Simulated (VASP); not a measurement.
CeO2: single point with r2SCAN

Crystal: CeO2.

```
CELL_PARAMETERS angstrom
0.00000 2.66315 2.66315
2.66315 0.00000 2.66315
2.66315 2.66315 0.00000
ATOMIC_POSITIONS crystal
Ce 0.00000 0.00000 0.00000
O 0.25000 0.25000 0.25000
O 0.75000 0.75000 0.75000
```

```yaml
Program: VASP 6.6.1
Task: single point
Functional: r2SCAN
Potentials_or_basis: VASP PAW PBE potentials, release 64 (Ce, O)
Cutoff: 520 eV
k_mesh: 6 × 6 × 6
Occupations: gaussian, width 0.01 eV
Spin: no spin polarisation
```

The pressure is 13.3 GPa and the band gap on the k mesh is 2.50 eV (least direct gap 2.59 eV).

Levels at points of the mesh, in eV from the valence-band top:
```tsv
k point	band 9	band 10	band 11	band 12	band 13	band 14	band 15	band 16
(0.00, 0.00, 0.00)	-4.14	-0.59	-0.59	-0.59	2.96	2.96	2.96	3.17
(0.50, 0.00, 0.00)	-1.23	-1.15	-0.71	-0.71	2.50	2.76	2.76	2.97
(0.50, 0.50, 0.00)	-1.07	-0.83	-0.83	-0.61	2.64	2.68	2.68	2.87
```

Wall time 90 s on 1 thread of Intel Xeon 8259CL (shared host), peak memory 0.18 GiB.

Caveat: the cell stands under pressure; the PAW data sets were made with another functional, which shifts forces and pressure a little; spin-orbit coupling is left out, which moves the levels of the heavy elements. Spin polarisation is off, so any magnetic state and its effect on volume and gap are missing.
